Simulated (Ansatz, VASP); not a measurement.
## Two plane-wave programs on SrB3Pt

```
CELL_PARAMETERS angstrom
4.13885 0.00000 0.00000
0.00000 4.13885 0.00000
0.00000 0.00000 4.13885
ATOMIC_POSITIONS crystal
Sr 0.00000 0.00000 0.00000
B 0.50000 0.00000 0.00000
B 0.00000 0.50000 0.00000
B 0.00000 0.00000 0.50000
Pt 0.50000 0.50000 0.50000
```

Alike in both runs: task relaxation of cell and atoms; functional PBE; k mesh 4 × 4 × 4; occupations gaussian, width 0.1 eV; no spin polarisation.

```csv
,VASP,Ansatz
version,VASP 6.6.1,Ansatz 0.2.0
potentials or method,"VASP PAW PBE potentials, release 64 (Sr_sv, B, Pt), cutoff 600 eV","scalar-relativistic, plane waves, PAW"
valence electrons in the cell,29,37
```

```csv
,VASP,Ansatz,Ansatz less VASP
"gap on the k mesh at the Fermi level, each at its own relaxed structure (eV)",none,none,-
relaxed volume (Å³/atom),19.67,19.48,-0.192
relaxed cell length with the largest relative difference (Å),4.616,4.601,-0.0151
```

A gap of «none» marks a metal or a gap that the smearing closes. VASP's potentials hold 29 valence electrons a cell and Ansatz's 37, so a difference there can come from the potentials and not from the codes.

The k mesh is coarse, so the values compare programs but aren't converged. Neither program's run includes spin-orbit coupling. Noted on VASP's run: the volume moved by over 15 % at a fixed basis, so the end points are rough; too few bands were computed for a metal, which touches its energy and stress.
